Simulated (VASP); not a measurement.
Runs of VASP 6.6.1 on V. The structure is that of space group Fm-3m (No. 225), or close to it. The cells are those of the table. This isn't the form of V at room conditions, which is bcc.

| level | spin | U | cell | cutoff (eV) | smearing | gap on the mesh (eV) | pressure (GPa) | moment (μB) |
| --- | --- | --- | --- | --- | --- | --- | --- | --- |
| PBE | collinear, ferromagnetic start | - | a = 2.732 Å, angles 60.0°, 1 atom | 520 | fermi-dirac 0.05 eV | none | -6.0 | 0.00 |
| pbe exchange, pbesol correlation | collinear, zero start | - | a = 2.887 Å, angles 60.0°, 1 atom | 500 | fermi-dirac 0.05 eV | none | (c) | 0.00 |
| PBE | collinear, ferromagnetic start | - | a = 2.662 Å, angles 60.0°, 1 atom | 520 | fermi-dirac 0.05 eV | none | (b) | 0.00 |
| revPBE+D3(BJ)+U | collinear, ferromagnetic start | V d U = 7.0 eV | a = 2.696 Å, angles 60.0°, 1 atom | 520 | methfessel-paxton 0.1 eV | none | (a) | 0.01 |
| PBE | collinear, ferromagnetic start | - | a = 2.715 Å, angles 60.0°, 1 atom | 520 | fermi-dirac 0.05 eV | none | -3.0 | 0.00 |
| PBE | collinear, ferromagnetic start | - | a = 2.668, b = 2.648, c = 2.638 Å, angles 61.7, 61.2, 61.5°, 1 atom | 520 | fermi-dirac 0.05 eV | none | 3.9 | 0.00 |
| PBE | collinear, ferromagnetic start | - | a = 2.680 Å, angles 60.0°, 1 atom | 520 | fermi-dirac 0.05 eV | none | 4.0 | 0.00 |

Alike in all rows: task single point; potentials or basis VASP PAW PBE potentials, release 64 (V_sv); k mesh 12 × 12 × 12.

Problem. Fill in the values left out.

Solution. (a) 8.9; (b) 8.1; (c) -23.3.

Caveats: the cell stands under pressure (at least some runs); the cell stands under tension (at least some runs); the PAW data sets were made with another functional, which shifts forces and pressure a little (at least some runs); three body term missing (at least some runs); the U is typed as a test and isn't derived for this compound (at least some runs).

A gap of «none» marks levels without a gap at the run's occupations.
